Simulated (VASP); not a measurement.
Wanted: the native input for a VASP 6.6.1 run.

* Task: single point
* Functional: PBE
* Dispersion: D3(BJ)
* Potentials or basis: VASP PAW PBE potentials, release 64 (H, C)
* Cutoff: 520 eV
* k mesh: 6 × 6 × 6
* Occupations: gaussian, width 0.02 eV
* Spin: no spin polarisation
* Dipole correction: no
* Further INCAR settings: ALGO = Normal; EDIFF = 1e-07; NBANDS = 22

The structure of H3C2 lies in POSCAR:

```
H3C2
1.0
    3.3959587234     -3.1533200106      0.0935566630
    3.3959587234      3.1533200106      0.0935566630
   -0.6349364354      0.0000000000      4.0818490821
H C
6 4
Direct
    0.2602075215      0.2602075215      0.5364019719
    0.7397924785      0.7397924785      0.4635980281
    0.2200384262      0.5019946991      0.2229394425
    0.4980053009      0.7799615738      0.7770605575
    0.7799615738      0.4980053009      0.7770605575
    0.5019946991      0.2200384262      0.2229394425
    0.0808727978      0.0808727978      0.0816880490
    0.9191272022      0.9191272022      0.9183119510
    0.2750501525      0.2750501525      0.2747925100
    0.7249498475      0.7249498475      0.7252074900
```

These files were run (other wordings do the same):

INCAR

```
SYSTEM = H3C2
ALGO = Normal ; EDIFF = 1E-7
ENCUT = 520 ; GGA = PE
ISIF = 2 ; ISMEAR = 0
IVDW = 12 ; LASPH = .TRUE.
LCHARG = .TRUE. ; LELF = .TRUE.
LREAL = .FALSE. ; LVHAR = .TRUE.
LWAVE = .FALSE. ; NBANDS = 22
NELM = 80 ; PREC = Accurate
SIGMA = 0.02
```

KPOINTS

```
k-points
0
G
  6 6 6
  0 0 0
```

Potentials or basis: VASP PAW PBE potentials, release 64 (H, C).

Command:

```bash
$ cat potpaw_PBE.64/H/POTCAR potpaw_PBE.64/C/POTCAR > POTCAR
$ mpirun -np 1 vasp_std > vasp.out
```

It gave:

```
Pressure                   : 0.5 GPa
Largest force              : 0.064 eV/Å
Band gap on the k mesh     : 4.70 eV (least direct gap 4.88 eV)
Dispersion energy per atom : -0.063 eV
```

Run time: 61 s on 1 thread of Intel(R) Xeon(R) 6975P-C (Granite Rapids), with other jobs on the host, peak memory 0.22 GiB.
